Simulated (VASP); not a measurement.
# LiGeBr3: single point with PBE

Crystal: LiGeBr3.

```
CELL_PARAMETERS angstrom
7.53453 0.00000 0.00000
0.00000 7.53453 0.00000
0.00000 0.00000 5.40849
ATOMIC_POSITIONS crystal
Li 0.00000 0.50000 0.50000
Li 0.50000 0.00000 0.50000
Ge 0.50000 0.50000 0.00000
Ge 0.00000 0.00000 0.00000
Br 0.83522 0.33522 0.00000
Br 0.66478 0.83522 0.00000
Br 0.50000 0.50000 0.50000
Br 0.16478 0.66478 0.00000
Br 0.33522 0.16478 0.00000
Br 0.00000 0.00000 0.50000
```

| Quantity | Value |
| --- | --- |
| Program | VASP 6.6.1 |
| Task | single point |
| Functional | PBE |
| Potentials or basis | VASP PAW PBE potentials, release 64 (Li_sv, Ge_d, Br) |
| Cutoff | 520 eV |
| k mesh | 4 × 4 × 4 |
| Occupations | gaussian, width 0.1 eV |
| Spin | no spin polarisation |

```
Band gap on the k mesh : 0.94 eV
```

Forces in eV/Å, atoms in the order of the input:
```
Li   0.000  0.000  0.000
Li   0.000  0.000  0.000
Ge   0.000  0.000  0.000
Ge   0.000  0.000  0.000
Br   0.002  0.002  0.000
Br  -0.002  0.002  0.000
Br   0.000  0.000  0.000
Br  -0.002 -0.002  0.000
Br   0.002 -0.002  0.000
Br   0.000  0.000  0.000
```

Levels at points of the mesh, in eV from the valence-band top:
```csv
k point,band 35,band 36,band 37,band 38,band 39,band 40,band 41,band 42
"(0.00, 0.00, 0.00)",-2.42,-1.97,-1.97,-0.99,1.70,1.70,2.01,3.38
"(0.50, 0.00, 0.00)",-2.34,-2.34,-1.64,-1.64,2.81,2.81,2.86,2.86
"(0.50, 0.50, 0.00)",-2.10,-2.10,-2.02,-2.02,1.80,1.80,3.48,3.48
"(0.00, 0.00, 0.50)",-1.85,-1.85,-1.27,0.00,0.94,1.18,1.18,1.52
"(0.50, 0.00, 0.50)",-2.18,-2.18,-0.85,-0.85,1.29,1.29,2.52,2.52
"(0.50, 0.50, 0.50)",-2.01,-2.01,-0.84,-0.84,1.28,1.28,1.29,1.29
```

It took 3.4 min on 1 thread of Intel(R) Xeon(R) Platinum 8488C (Sapphire Rapids) (shared host), peak memory 0.48 GiB.

 A k mesh can miss the band edges.
